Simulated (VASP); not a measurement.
A run of VASP 6.6.1 is set up as follows.

The input INCAR:

```
ALGO = Normal ; EDIFF = 1E-8
ENCUT = 520 ; GGA = PE
ISIF = 2 ; ISMEAR = -1
KPAR = 4 ; LASPH = True
LCHARG = False ; LEFG = True
LREAL = Auto ; LWAVE = False
NBANDS = 166 ; NELECT = 288.0
NELM = 80 ; PREC = Accurate
SIGMA = 0.01
```

The input KPOINTS:

```
k-points
0
Gamma
  3 3 2
```

File POSCAR:

```
Zn16S15N
1.0
    7.6220000000      0.0000000000      0.0000000000
   -3.8110000000      6.6008456276      0.0000000000
    0.0000000000      0.0000000000     12.4680000000
Zn N S
16 1 15
Direct
    0.1666666666      0.3333333334      0.0000000000
    0.1666666666      0.3333333334      0.5000000000
    0.1666666666      0.8333333334      0.0000000000
    0.1666666666      0.8333333334      0.5000000000
    0.6666666666      0.3333333334      0.0000000000
    0.6666666666      0.3333333334      0.5000000000
    0.6666666666      0.8333333334      0.0000000000
    0.6666666666      0.8333333334      0.5000000000
    0.3333333334      0.1666666666      0.2500000000
    0.3333333334      0.1666666666      0.7500000000
    0.3333333334      0.6666666666      0.2500000000
    0.3333333334      0.6666666666      0.7500000000
    0.8333333334      0.1666666666      0.2500000000
    0.8333333334      0.1666666666      0.7500000000
    0.8333333334      0.6666666666      0.2500000000
    0.8333333334      0.6666666666      0.7500000000
    0.1666666666      0.3333333334      0.1925000000
    0.1666666666      0.3333333334      0.6925000000
    0.1666666666      0.8333333334      0.1925000000
    0.1666666666      0.8333333334      0.6925000000
    0.6666666666      0.3333333334      0.1925000000
    0.6666666666      0.3333333334      0.6925000000
    0.6666666666      0.8333333334      0.1925000000
    0.6666666666      0.8333333334      0.6925000000
    0.3333333334      0.1666666666      0.4425000000
    0.3333333334      0.1666666666      0.9425000000
    0.3333333334      0.6666666666      0.4425000000
    0.3333333334      0.6666666666      0.9425000000
    0.8333333334      0.1666666666      0.4425000000
    0.8333333334      0.1666666666      0.9425000000
    0.8333333334      0.6666666666      0.4425000000
    0.8333333334      0.6666666666      0.9425000000
```

Potentials or basis: VASP PAW PBE potentials, release 64 (Zn, N, S).

Run with:

```console
$ cat potpaw_PBE.64/Zn/POTCAR potpaw_PBE.64/N/POTCAR potpaw_PBE.64/S/POTCAR > POTCAR
$ mpirun -np 4 vasp_std > vasp.out
```

Predict the largest force.

2.621 eV/Å.

Electric field gradients, principal values (V/Å²):
```tsv
atom	least	middle	greatest (by size)
1 Zn	-6.578	-6.580	13.158
2 Zn	-11.351	-11.352	22.703
3 Zn	-6.121	-8.349	14.470
4 Zn	-10.147	-12.775	22.922
5 Zn	-6.121	-8.349	14.470
6 Zn	-10.147	-12.775	22.922
7 Zn	-6.120	-8.350	14.470
8 Zn	-10.145	-12.776	22.922
9 Zn	-9.343	-15.272	24.615
10 Zn	-6.387	-6.741	13.128
11 Zn	-9.344	-15.271	24.615
12 Zn	-6.386	-6.742	13.128
13 Zn	-9.344	-15.271	24.615
14 Zn	-6.386	-6.742	13.128
15 Zn	-13.834	-13.836	27.670
16 Zn	-8.216	-8.217	16.433
17 N	-2.491	-2.492	4.983
18 S	5.312	5.313	-10.625
19 S	5.234	10.091	-15.326
20 S	4.712	5.902	-10.614
21 S	5.234	10.091	-15.326
22 S	4.712	5.902	-10.614
23 S	5.235	10.092	-15.327
24 S	4.711	5.903	-10.614
25 S	7.339	11.113	-18.452
26 S	3.601	5.380	-8.981
27 S	7.339	11.113	-18.452
28 S	3.601	5.381	-8.982
29 S	7.339	11.113	-18.452
30 S	3.601	5.381	-8.982
31 S	4.941	4.943	-9.884
32 S	0.996	0.997	-1.993
```

Caveat: the cell carries a net charge on a neutralising background, which shifts energy and pressure; without QUAD_EFG the Cq values of the log hold for a quadrupole moment of 1 mb, not for the nuclei.
